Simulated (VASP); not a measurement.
NaHf, 2 atoms in the cell. Symmetry: P4/mmm, No. 123, tetragonal system. Conventional cell: a = 2.893 Å, b = 2.893 Å, c = 6.073 Å, α = 90.00°, β = 90.00°, γ = 90.00°. Within 3.8 Å of Na (site symmetry 4/mmm) lie 4 Na at 2.89 Å and 8 Hf at 3.66 Å. Within 3.8 Å of Hf (site symmetry 4/mmm) lie 4 Hf at 2.89 Å and 8 Na at 3.66 Å. 

| Quantity | Value |
| --- | --- |
| Program | VASP 6.6.1 |
| Task | single point |
| Functional | PBE |
| Potentials or basis | VASP PAW PBE potentials, release 64 (Na_pv, Hf_pv) |
| Cutoff | 520 eV |
| k mesh | 18 × 18 × 10 |
| Occupations | gaussian, width 0.1 eV |
| Spin | no spin polarisation |
| Dipole correction | no |
| Further INCAR settings | ALGO = Fast; EDIFF = 1e-06; NBANDS = 16 |

Potentials or basis: VASP PAW PBE potentials, release 64 (Na_pv, Hf_pv).

Command:

```console
$ cat potpaw_PBE.64/Na_pv/POTCAR potpaw_PBE.64/Hf_pv/POTCAR > POTCAR
$ mpirun -np 1 vasp_std > vasp.out
```

Hardware: 1 thread of Intel(R) Xeon(R) 6975P-C (Granite Rapids), on a shared host.

Estimate the wall time of this run.

Wall time 100 s on 1 thread of Intel(R) Xeon(R) 6975P-C (Granite Rapids), with other jobs on the host, peak memory 0.37 GiB. Counts: scf iterations 15, k points 330.
